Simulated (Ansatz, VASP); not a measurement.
Mo in VASP and in Ansatz

Contents of INCAR:

```
PREC = Accurate
ENCUT = 520
EDIFF = 1E-6
ISMEAR = -1
SIGMA = 0.1
LREAL = F
LASPH = T
NELM = 100
ALGO = Normal
ISIF = 2
LWAVE = F
LCHARG = T
GGA = RE
LELF = T
LVHAR = T
NBANDS = 21
```

File KPOINTS:

```
regular mesh
0
Gamma
  11 11 11
```

The input POSCAR:

```
Mo
1.0
    0.0000000000      2.8964700511      2.8964700511
    2.8964700511      0.0000000000      2.8964700511
    2.8964700511      2.8964700511      0.0000000000
Mo
2
Direct
    0.1250000000      0.1250000000      0.1250000000
    0.8750000000      0.8750000000      0.8750000000
```

Input for Ansatz:

```yaml
crystal:
  lattice:
    - [0.0, 2.8964700511, 2.8964700511]
    - [2.8964700511, 0.0, 2.8964700511]
    - [2.8964700511, 2.8964700511, 0.0]
  atoms:
    - { symbol: Mo, position: [0.125, 0.125, 0.125] }
    - { symbol: Mo, position: [0.875, 0.875, 0.875] }
hamiltonian:
  xc: revpbe
  pseudopotentials:
    kind: paw
    azcp:
      Mo: "pseudopotentials/Mo.paw.azcp"
basis:
  ecutwfc: 420
  fft_grid_basis: typed
kpoints:
  mp_grid: { grid: [11, 11, 11], shift: [0, 0, 0] }
magnetization:
  spin_polarized: false
scf:
  occupations: { method: fermi_dirac, width: 0.1 }
  lower_state_search: "off"
output:
  stress: true
  write_density: true
  write_potential: true
  elf: true
  volumetric_format: npy
```

Alike in both runs: task single point; functional revPBE; k mesh 11 × 11 × 11; occupations fermi-dirac, width 0.1 eV; no spin polarisation.

|  | VASP | Ansatz |
| --- | --- | --- |
| version | VASP 6.6.1 | Ansatz 0.2.0 |
| potentials or method | VASP PAW PBE potentials, release 64 (Mo_sv), cutoff 520 eV | plane waves (420 eV) with PAW, scalar-relativistic |
| valence electrons in the cell | 28 | 28 |

VASP gave:

* pressure (GPa): -3.4

Task: What did Ansatz give for the same quantities?

Result: Pressure (GPa): -3.7.

VASP's potentials were made for PBE, not for revPBE. The functional is the same, so the differences come from potentials, cutoffs and numerics.
